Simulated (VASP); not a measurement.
# Ta (Im-3m) in VASP: single point with r2SCAN

Aim: the single point of Ta with r2SCAN.

Everything below comes from runs of VASP 6.6.1. Logs are shortened: lines on timing, memory, paths and dates and some standing lists are left out, and cuts for length are marked.

## 1. The cell of the first run

The structure is cubic, space group Im-3m (No. 229). The conventional cell has a = 3.305 Å, b = 3.305 Å, c = 3.305 Å, α = 90.00°, β = 90.00°, γ = 90.00°. Ta (site symmetry m-3m) has 14 Ta at 2.86 to 3.30 Å within 3.8 Å.

## 2. Single point, r2SCAN

POSCAR

```
Ta
1.0
   -1.6522866616      1.6522866616      1.6522866616
    1.6522866616     -1.6522866616      1.6522866616
    1.6522866616      1.6522866616     -1.6522866616
Ta
1
Direct
    0.0000000000      0.0000000000      0.0000000000
```

INCAR.step1

```
SYSTEM = Ta
  ALGO = Normal
  EDIFF = 1E-5
  ENCUT = 550
  GGA = PE
  GGA_COMPAT = .FALSE.
  ISMEAR = 0
  LASPH = .TRUE.
  LCHARG = .FALSE.
  LREAL = .FALSE.
  LWAVE = .TRUE.
  NBANDS = 12
  NELM = 120
  PREC = Accurate
  SIGMA = 0.1
```

INCAR.step2

```
SYSTEM = Ta
  ALGO = Normal
  EDIFF = 1E-6
  ENCUT = 550
  GGA_COMPAT = .FALSE.
  ISIF = 2
  ISMEAR = 0
  ISTART = 1
  LASPH = .TRUE.
  LCHARG = .FALSE.
  LMIXTAU = .TRUE.
  LREAL = .FALSE.
  LWAVE = .FALSE.
  METAGGA = R2SCAN
  NBANDS = 12
  NELM = 120
  PREC = Accurate
  SIGMA = 0.1
```

KPOINTS

```
k-points
0
G
  27 27 27
  0 0 0
```

Potentials or basis: VASP PAW PBE potentials, release 64 (Ta_pv).

Command:

```sh
> cat potpaw_PBE.64/Ta_pv/POTCAR > POTCAR
> cp INCAR.step1 INCAR
> mpirun -np 1 vasp_std > vasp.out
> cp INCAR.step2 INCAR
> mpirun -np 1 vasp_std > vasp.out
```

OUTCAR:

```text
SYSTEM = Ta
   EDIFF = 1E-6
   ENCUT = 550
   ISIF = 2
   ISMEAR = 0
   ISTART = 1
   LASPH = .TRUE.
   LREAL = .FALSE.
   METAGGA = R2SCAN
   NELM = 120
   PREC = Accurate

 ion  position               nearest neighbor table
   1  0.000  0.000  0.000-

  LATTYP: Found a body centered cubic cell.
 ALAT       =     3.3045733232

  Lattice vectors:

 A1 = (  -1.6522866616,   1.6522866616,   1.6522866616)
 A2 = (   1.6522866616,  -1.6522866616,   1.6522866616)
 A3 = (   1.6522866616,   1.6522866616,  -1.6522866616)

Analysis of symmetry for initial positions (statically):
=====================================================================
 Subroutine PRICEL returns:
 Original cell was already a primitive cell.

 Routine SETGRP: Setting up the symmetry group for a
 body centered cubic supercell.

 Subroutine GETGRP returns: Found 48 space group operations
 (whereof 48 operations were pure point group operations)
 out of a pool of 48 trial point group operations.

The static configuration has the point symmetry O_h .

Analysis of symmetry for dynamics (positions and initial velocities):
=====================================================================
 Subroutine PRICEL returns:
 Original cell was already a primitive cell.

 Routine SETGRP: Setting up the symmetry group for a
 body centered cubic supercell.

 Subroutine GETGRP returns: Found 48 space group operations
 (whereof 48 operations were pure point group operations)
 out of a pool of 48 trial point group operations.

The dynamic configuration has the point symmetry O_h .

 Subroutine INISYM returns: Found 48 space group operations
 (whereof 48 operations are pure point group operations),
 and found     1 'primitive' translations

----------------------------------------------------------------------------------------

                                     Primitive cell

  volume of cell :      18.0433

  direct lattice vectors                    reciprocal lattice vectors
    -1.652286662  1.652286662  1.652286662     0.000000000  0.302610928  0.302610928
     1.652286662 -1.652286662  1.652286662     0.302610928  0.000000000  0.302610928
     1.652286662  1.652286662 -1.652286662     0.302610928  0.302610928  0.000000000

  length of vectors
     2.861844447  2.861844447  2.861844447     0.427956479  0.427956479  0.427956479

  position of ions in fractional coordinates (direct lattice)
     0.000000000  0.000000000  0.000000000

  ion indices of the primitive-cell ions
   primitive index   ion index
                 1           1

[... 78 lines left out ...]
   ISYM   =      2    0-nonsym 1-usesym 2-fastsym
   POTIM  = 0.5000    time-step for ionic-motion
   TEBEG  =    0.0;   TEEND  =   0.0 temperature during run
   PSTRESS=    0.0 pullay stress
   NELECT =      11.0000    total number of electrons
   NUPDOWN=      -1.0000    fix difference up-down
   EMIN   =  10.00;   EMAX   =-10.00  energy-range for DOS
   EFERMI =   0.00;   METHOD = LEGACY
   ISMEAR =     0;   SIGMA  =   0.10  broadening in eV -4-tet -1-fermi 0-gaus
   EFERMI_NEDOS =   21; number of points for ismear=-14 and -15
   IALGO  =     38    algorithm
   IMIX   =      4    mixing-type and parameters
     AMIX     =   0.40;   BMIX     =  1.00
     AMIX_MAG =   1.60;   BMIX_MAG =  1.00
  volume/ion in A,a.u.               =      18.04       121.76
  Fermi-wavevector in a.u.,A,eV,Ry     =   1.388141  2.623207 26.217558  1.926936
  Thomas-Fermi vector in A             =   2.512296
   LORBIT       =      0    0 simple, 1 ext, 2 COOP (PROOUT), +10 PAW based schemes
   METAGGA = R2SCAN    functional components
   LHFCALC =     F    Hartree Fock is set to
   AEXX    =    0.0000 exact exchange contribution
   IVDW    =     0    specifies the selected vdW correction
   LEPSILON=     F    determine dielectric tensor
   LRPA    =     F    only Hartree local field effects (RPA)
 non-spin polarized calculation
 Gauss-broadening in eV      SIGMA  =   0.10
  energy-cutoff  :      550.00
  volume of cell :       18.04
 maximum number of plane-waves:       546
 NGX is ok and might be reduce to    24
   NGX = 11   NGY = 11   NGZ = 11

 number of electron      11.0000002 magnetization

 Free energy of the ion-electron system (eV)
  ---------------------------------------------------
  ext. energy  EPLUGINS =         0.00000000
  ---------------------------------------------------
  free energy    TOTEN  =       -48.58298715 eV

  energy without entropy =      -48.57709870  energy(sigma->0) =      -48.58004292

 E-fermi :   5.3013     XC(G=0): -13.7613

 val. band max:        5.2998519225   @ k =  -0.4815   0.4815   0.1852
 cond. band min:       5.3059680339   @ k =   0.3333   0.1111  -0.0000
 fundamental gap:      0.0061161114
 Fermi energy:         5.3012794921

 k-point     1 :       0.0000    0.0000    0.0000
  band No.  band energies     occupation
      1     -28.9201      2.00000
      2     -28.9201      2.00000
      3     -28.9201      2.00000
      4      -3.0120      2.00000
      5       6.1523      0.00000
      6       6.1523      0.00000
      7       6.1523      0.00000
      8       9.6334      0.00000
      9       9.6334      0.00000
     10      17.4112      0.00000
     11      21.0796      0.00000
     12      21.0796      0.00000
[... 331 lines left out ...]
 k-point    24 :       0.3704    0.0370    0.0000
  band No.  band energies     occupation
      1     -30.0119      2.00000
      2     -29.2722      2.00000
      3     -28.9342      2.00000
      4       0.7117      2.00000
      5       3.9799      2.00000
      6       5.7180      0.00000
      7       9.4839      0.00000
      8      10.3505      0.00000
      9      11.9799      0.00000
     10      17.4065      0.00000
     11      18.7058      0.00000
     12      19.1151      0.00000

 [... further k-points ...]
[... 5 lines left out ...]
  --------------------------------------------------------------------------------------
  -------------------------------------------------------------------------------------
  Total        0.0721917      0.0721917      0.0721917      0.0000000     -0.0000000      0.0000000
  in kB        6.4103519      6.4103519      6.4103519      0.0000000     -0.0000000      0.0000000
  external PRESSURE =       6.4103519 kB  Pullay stress =       0.0000000 kB

 VOLUME and BASIS-vectors are now :
 -----------------------------------------------------------------------------
  energy-cutoff  :      550.00
  volume of cell :       18.04
      direct lattice vectors                 reciprocal lattice vectors
    -1.652286662  1.652286662  1.652286662     0.000000000  0.302610928  0.302610928
     1.652286662 -1.652286662  1.652286662     0.302610928  0.000000000  0.302610928
     1.652286662  1.652286662 -1.652286662     0.302610928  0.302610928  0.000000000

 POSITION                                       TOTAL-FORCE (eV/Angst)
 -----------------------------------------------------------------------------------
      0.00000      0.00000      0.00000         0.000000      0.000000     -0.000000
 -----------------------------------------------------------------------------------
    total drift:                                0.000000      0.000000     -0.000000

  FREE ENERGIE OF THE ION-ELECTRON SYSTEM (eV)
  ---------------------------------------------------
  free  energy   TOTEN  =       -48.5829871458 eV

  energy  without entropy=      -48.5770986976  energy(sigma->0) =      -48.58004292
```

OSZICAR.step1:

```text
N       E                     dE             d eps       ncg     rms          rms(c)
DAV:   1     0.631787727316E+02    0.63179E+02   -0.62862E+03 13456   0.911E+02
DAV:   2    -0.111828585487E+02   -0.74362E+02   -0.72484E+02 14980   0.251E+02
DAV:   3    -0.122737914412E+02   -0.10909E+01   -0.10795E+01 16072   0.284E+01
DAV:   4    -0.122767063224E+02   -0.29149E-02   -0.29145E-02 14984   0.164E+00
DAV:   5    -0.122767161339E+02   -0.98115E-05   -0.98112E-05 15888   0.900E-02    0.134E+01
DAV:   6    -0.119217003742E+02    0.35502E+00   -0.28589E-01 15892   0.579E+00    0.653E+00
DAV:   7    -0.118151438275E+02    0.10656E+00   -0.25718E-01 15628   0.509E+00    0.382E-01
DAV:   8    -0.118143281073E+02    0.81572E-03   -0.77940E-03 14648   0.727E-01    0.127E-01
DAV:   9    -0.118143040229E+02    0.24084E-04   -0.12259E-04 15868   0.120E-01    0.267E-02
DAV:  10    -0.118142970617E+02    0.69613E-05   -0.32519E-06  8956   0.206E-02
   1 F= -.11814297E+02 E0= -.11811411E+02  d E =-.577204E-02
```

Wall time 3.9 min (1 thread of Intel Xeon 8259CL, shared host); peak memory 0.25 GiB.

Results:

```
Free energy            : -48.5830 eV
Pressure               : 0.6 GPa
Band gap on the k mesh : zero (an odd number of electrons rules out a gap without spin polarisation)
```

Levels at points of the mesh, in eV from the Fermi level:
| k point | band 3 | band 4 | band 5 | band 6 | band 7 | band 8 | band 9 | band 10 |
| --- | --- | --- | --- | --- | --- | --- | --- | --- |
| (0.00, 0.00, 0.00) | -34.22 | -8.31 | 0.85 | 0.85 | 0.85 | 4.33 | 4.33 | 12.11 |

Caveat: the PAW data sets were made with another functional, which shifts forces and pressure a little; spin-orbit coupling is left out, which moves the levels of the heavy elements.
